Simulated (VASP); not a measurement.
# C (a cell with a defect) in VASP: a series of runs, part 2 of 2

VASP 6.6.1. Earlier steps stand in the parts before.

## Step 3: Single point, PBE

Input file INCAR:

```
PREC = Accurate
ENCUT = 520
EDIFF = 1E-6
ISMEAR = -1
SIGMA = 0.01
LREAL = Auto
LASPH = True
NELM = 120
ALGO = Normal
ISIF = 2
LWAVE = False
LCHARG = False
GGA = PE
NBANDS = 88
GGA_COMPAT = False
```

Input file KPOINTS:

```
Automatic mesh
0
Gamma
  1 1 1
  0.25 0.25 0.25
```

Input file POSCAR:

```
C
1.0
   -3.5716218700      3.5716218700      3.5716218700
    3.5716218700     -3.5716218700      3.5716218700
    3.5716218700      3.5716218700     -3.5716218700
C
33
Direct
   -0.0225758781     -0.0098049293     -0.0396637733
   -0.0005909080      0.2545739815      0.7475761985
    0.0109380280      0.5106621211      0.5069099042
    0.0025986794      0.7665679906      0.2571505421
    0.2515059076      0.0010521831      0.7569829894
    0.2780453912      0.2710083921      0.5543289777
    0.2260569650      0.5179093889      0.2378343875
    0.2583387978      0.7615083844      0.0043609040
    0.5069433624      0.0008482141      0.5077336196
    0.5298378633      0.2454783938      0.2751084901
    0.5084093631      0.5122947128      0.0199979176
    0.5005331093      0.7525141512      0.7553758763
    0.7630471811      0.0033069010      0.2541500845
    0.7475494599      0.2571492822      0.0043750432
    0.7609208362      0.5095337822      0.7620984525
    0.7452755630      0.7437031681      0.4903369012
   -0.0125970782     -0.0091986221      0.7278973236
    0.0105064314      0.2593510830      0.5067921706
   -0.0063623756      0.5175545081      0.2520135201
    0.0082574531      0.7641181232      0.0049989894
    0.2586360017      0.0054216266      0.5171558097
    0.1702517854      0.2544260095      0.1597774123
    0.2502447159      0.5130092341     -0.0002314075
    0.2559435274      0.7568778550      0.7562880670
    0.5191512617     -0.0002309875      0.2595305533
    0.5001663292      0.2548570462      0.0127997872
    0.5168546860      0.5162286398      0.7822544216
    0.4961477067      0.7449362214      0.4986103134
    0.7460417415      0.0018599393     -0.0039727050
    0.7532876094      0.2551570500      0.7557650553
    0.7653108586      0.5051608389      0.5091385836
    0.7550629933      0.7570493458      0.2555302698
    0.3362918987      0.2569385936      0.3518619960
```

Potentials or basis: VASP PAW PBE potentials, release 64 (C).

Started as:

```sh
$ cat potpaw_PBE.64/C/POTCAR > POTCAR
$ mpirun -np 1 vasp_std > vasp.out
```

OUTCAR:

```text
PREC = Accurate
   ENCUT = 520
   EDIFF = 1E-6
   ISMEAR = -1
   LREAL = Auto
   LASPH = True
   NELM = 120
   ISIF = 2
   GGA = PE

 ion  position               nearest neighbor table
   1  0.977  0.990  0.960-  22 1.41  17 1.46  29 1.54  20 1.57
   2  0.999  0.255  0.748-  18 1.52  30 1.54  17 1.57  23 1.57
   3  0.011  0.511  0.507-  31 1.51  24 1.53  18 1.55  19 1.56
   4  0.003  0.767  0.257-  32 1.51  19 1.51  21 1.56  20 1.57
   5  0.252  0.001  0.757-  21 1.51  24 1.52  17 1.56  26 1.56
   6  0.278  0.271  0.554-  33 1.40  27 1.47  21 1.54  18 1.55
[... 13 lines left out ...]
  20  0.008  0.764  0.005-  15 1.54   8 1.55   4 1.57   1 1.57
  21  0.259  0.005  0.517-   5 1.51   6 1.54   4 1.56   9 1.57
  22  0.170  0.254  0.160-  33 1.28   1 1.41   7 1.41
  23  0.250  0.513  1.000-   8 1.51   7 1.52  11 1.56   2 1.57
  24  0.256  0.757  0.756-   5 1.52   8 1.52  12 1.52   3 1.53
  25  0.519  1.000  0.260-  10 1.47  13 1.51   8 1.56   9 1.56
  26  0.500  0.255  0.013-  14 1.54  11 1.56   5 1.56  10 1.59
  27  0.517  0.516  0.782-   6 1.47  11 1.50  12 1.56  15 1.57
  28  0.496  0.745  0.499-   9 1.54  16 1.56  12 1.56   7 1.58
  29  0.746  0.002  0.996-  12 1.52   1 1.54  14 1.56  13 1.56
  30  0.753  0.255  0.756-   2 1.54   9 1.54  15 1.55  14 1.55
  31  0.765  0.505  0.509-  10 1.51   3 1.51  16 1.56  15 1.57
  32  0.755  0.757  0.256-  11 1.50  16 1.50   4 1.51  13 1.51
  33  0.336  0.257  0.352-  22 1.28   6 1.40  10 1.44

  LATTYP: Found a body centered cubic cell.
 ALAT       =     7.1432437400

  Lattice vectors:

 A1 = (  -3.5716218700,   3.5716218700,   3.5716218700)
 A2 = (   3.5716218700,  -3.5716218700,   3.5716218700)
 A3 = (   3.5716218700,   3.5716218700,  -3.5716218700)

Analysis of symmetry for initial positions (statically):
=====================================================================
 Subroutine PRICEL returns:
 Original cell was already a primitive cell.

 Routine SETGRP: Setting up the symmetry group for a
 body centered cubic supercell.

 Subroutine GETGRP returns: Found  1 space group operations
 (whereof  1 operations were pure point group operations)
 out of a pool of 48 trial point group operations.

The static configuration has the point symmetry C_1 .

Analysis of symmetry for dynamics (positions and initial velocities):
=====================================================================
 Subroutine PRICEL returns:
 Original cell was already a primitive cell.

 Routine SETGRP: Setting up the symmetry group for a
 body centered cubic supercell.

 Subroutine GETGRP returns: Found  1 space group operations
 (whereof  1 operations were pure point group operations)
 out of a pool of 48 trial point group operations.

The dynamic configuration has the point symmetry C_1 .

 Subroutine INISYM returns: Found  1 space group operations
 (whereof  1 operations are pure point group operations),
 and found     1 'primitive' translations

----------------------------------------------------------------------------------------

                                     Primitive cell

  volume of cell :     182.2453

  direct lattice vectors                    reciprocal lattice vectors
    -3.571621870  3.571621870  3.571621870     0.000000000  0.139992423  0.139992423
[... 100 lines left out ...]

 Found      1 irreducible k-points:

 Following reciprocal coordinates:
            Coordinates               Weight
  0.250000  0.250000  0.250000      2.000000
   k-points           NKPTS =      1   k-points in BZ     NKDIM =      1   number of bands    NBANDS=     88
   number of dos      NEDOS =    301   number of ions     NIONS =     33
   total plane-waves  NPLWV = 110592
   dimension x,y,z NGX =    48 NGY =   48 NGZ =   48
   dimension x,y,z NGXF=    96 NGYF=   96 NGZF=   96
   ions per type =              33
   NGX,Y,Z   is equivalent  to a cutoff of  12.90, 12.90, 12.90 a.u.
   NGXF,Y,Z  is equivalent  to a cutoff of  25.80, 25.80, 25.80 a.u.
 SYSTEM =  unknown system
   PREC   = accura    normal or accurate (medium, high low for compatibility)
   ISTART =      0    job   : 0-new  1-cont  2-samecut
   ICHARG =      2    charge: 1-file 2-atom 10-const
   ISPIN  =      1    spin polarized calculation?
   LNONCOLLINEAR =      F non collinear calculations
   LSORBIT =      F    spin-orbit coupling
   LASPH  =      T    aspherical Exc in radial PAW
   ENCUT  =  520.0 eV  38.22 Ry    6.18 a.u.  11.50 11.50 11.50*2*pi/ulx,y,z
   NELM   =    120;   NELMIN=  2; NELMDL= -5     # of ELM steps
   EDIFF  = 0.1E-05   stopping-criterion for ELM
   LREAL  =      T    real-space projection
   EDIFFG = 0.1E-04   stopping-criterion for IOM
   NSW    =      0    number of steps for IOM
   IBRION =     -1    ionic relax: 0-MD 1-quasi-New 2-CG
   NFREE  =      0    steps in history (QN), initial steepest desc. (CG)
   ISIF   =      2    stress and relaxation
   ISYM   =      2    0-nonsym 1-usesym 2-fastsym
   POTIM  = 0.5000    time-step for ionic-motion
   TEBEG  =    0.0;   TEEND  =   0.0 temperature during run
   PSTRESS=    0.0 pullay stress
   NELECT =     132.0000    total number of electrons
   NUPDOWN=      -1.0000    fix difference up-down
   EMIN   =  10.00;   EMAX   =-10.00  energy-range for DOS
   EFERMI =   0.00;   METHOD = LEGACY
   ISMEAR =    -1;   SIGMA  =   0.01  broadening in eV -4-tet -1-fermi 0-gaus
   EFERMI_NEDOS =   21; number of points for ismear=-14 and -15
   IALGO  =     38    algorithm
   IMIX   =      4    mixing-type and parameters
     AMIX     =   0.40;   BMIX     =  1.00
     AMIX_MAG =   1.60;   BMIX_MAG =  1.00
  volume/ion in A,a.u.               =       5.52        37.27
  Fermi-wavevector in a.u.,A,eV,Ry     =   1.470214  2.778302 29.409406  2.161530
  Thomas-Fermi vector in A             =   2.585498
   LORBIT       =      0    0 simple, 1 ext, 2 COOP (PROOUT), +10 PAW based schemes
   GGA     = PE    functional components
   LHFCALC =     F    Hartree Fock is set to
   AEXX    =    0.0000 exact exchange contribution
   IVDW    =     0    specifies the selected vdW correction
   LEPSILON=     F    determine dielectric tensor
   LRPA    =     F    only Hartree local field effects (RPA)
 non-spin polarized calculation
  energy-cutoff  :      520.00
  volume of cell :      182.25
 maximum number of plane-waves:      4904
 NGX is ok and might be reduce to    48
   NGX = 23   NGY = 23   NGZ = 23

 number of electron     132.0000001 magnetization

 Free energy of the ion-electron system (eV)
  ---------------------------------------------------
  ext. energy  EPLUGINS =         0.00000000
  ---------------------------------------------------
  free energy    TOTEN  =      -287.11936297 eV

  energy without entropy =     -287.11936297  energy(sigma->0) =     -287.11936297

 E-fermi :  11.8890     XC(G=0): -13.3784

 val. band max:       11.6313634482   @ k =   0.2500   0.2500   0.2500
 cond. band min:      12.3464021685   @ k =   0.2500   0.2500   0.2500
 fundamental gap:      0.7150387202
 Fermi energy:        11.8889524910

 k-point     1 :       0.2500    0.2500    0.2500
  band No.  band energies     occupation
      1     -10.3254      2.00000
      2     -10.1150      2.00000
      3     -10.0265      2.00000
      4      -9.9922      2.00000
      5      -6.3430      2.00000
      6      -6.2220      2.00000
[... 70 lines left out ...]
     77      16.9732      0.00000
     78      17.0853      0.00000
 [bands above 78 left out]

------------------------ aborting loop because EDIFF is reached ----------------------------------------

  FORCE on cell =-STRESS in cart. coord.  units (eV):
  Direction    XX          YY          ZZ          XY          YZ          ZX
  --------------------------------------------------------------------------------------
  -------------------------------------------------------------------------------------
  Total       29.7181792     56.1006434      3.0901547      1.8610662     -1.8838376     -0.0647393
  in kB      261.2620724    493.1988013     27.1665441     16.3612318    -16.5614219     -0.5691444
  external PRESSURE =     260.5424726 kB  Pullay stress =       0.0000000 kB

 VOLUME and BASIS-vectors are now :
 -----------------------------------------------------------------------------
  energy-cutoff  :      520.00
  volume of cell :      182.25
      direct lattice vectors                 reciprocal lattice vectors
    -3.571621870  3.571621870  3.571621870     0.000000000  0.139992423  0.139992423
     3.571621870 -3.571621870  3.571621870     0.139992423  0.000000000  0.139992423
     3.571621870  3.571621870 -3.571621870     0.139992423  0.139992423  0.000000000

 POSITION                                       TOTAL-FORCE (eV/Angst)
 -----------------------------------------------------------------------------------
      3.47557      3.38434      3.59763         0.172771     -0.041073      0.092330
      0.00979      5.33033      1.80869        -0.063823     -0.017853      0.108665
      3.59532      0.02567      0.05247         0.028054     -0.092622     -0.075329
      3.64705     -1.81016      1.82873         0.131610     -0.029694      0.019553
      1.80913      3.59818     -1.80161         0.040831     -0.067541     -0.027370
      1.95472      2.00499     -0.01884        -0.441538      0.031055      0.620880
[... 25 lines left out ...]
      0.91975      0.90556      4.48804        -0.005073      0.014137     -0.024920
      0.97330      1.54014      0.86208        -1.462664      0.698769      0.764651
 -----------------------------------------------------------------------------------
    total drift:                                0.049904     -0.000826      0.003553

  FREE ENERGIE OF THE ION-ELECTRON SYSTEM (eV)
  ---------------------------------------------------
  free  energy   TOTEN  =      -287.1193629675 eV

  energy  without entropy=     -287.1193629675  energy(sigma->0) =     -287.11936297
```

It took 28 s on 1 thread of Intel Xeon 6975P-C (Granite Rapids), shared host; peak memory 0.29 GiB.

What came out:

| Quantity | Value |
| --- | --- |
| Free energy | -287.1194 eV |
| Pressure | 26.1 GPa |
| Largest force | 1.792 eV/Å |
| Band gap on the k mesh | 0.71 eV |

Forces on the atoms (eV/Å):
```
C    0.173 -0.041  0.092
C   -0.064 -0.018  0.109
C    0.028 -0.093 -0.075
C    0.132 -0.030  0.020
C    0.041 -0.068 -0.027
C   -0.442  0.031  0.621
C    0.286 -0.198 -0.114
C   -0.043  0.025 -0.055
C   -0.047  0.079 -0.063
C   -0.513  0.237 -0.463
C    0.017 -0.037 -0.165
C   -0.023 -0.053 -0.077
C   -0.146  0.086  0.023
C    0.079 -0.073 -0.080
C    0.264  0.141  0.065
C    0.123 -0.034 -0.019
C    0.058 -0.055  0.095
C   -0.171 -0.038  0.219
C    0.235 -0.202 -0.084
C    0.196  0.087  0.094
C   -0.008  0.014  0.077
C    0.902 -0.528 -0.262
C    0.003 -0.048 -0.090
C    0.005 -0.072 -0.067
C   -0.315  0.249 -0.143
C    0.084 -0.015 -0.237
C   -0.011  0.016  0.052
C    0.079 -0.039 -0.051
C    0.006 -0.073 -0.055
C    0.031  0.001  0.042
C    0.507  0.035 -0.120
C   -0.005  0.014 -0.025
C   -1.463  0.699  0.765
```

Levels at points of the mesh, in eV from the valence-band top:
| k point | band 63 | band 64 | band 65 | band 66 | band 67 | band 68 | band 69 | band 70 |
| --- | --- | --- | --- | --- | --- | --- | --- | --- |
| (0.25, 0.25, 0.25) | -3.41 | -3.24 | -3.22 | 0.00 | 0.71 | 3.68 | 3.84 | 3.91 |

Caveat: the k points lie up to 1.24 Å⁻¹ apart.
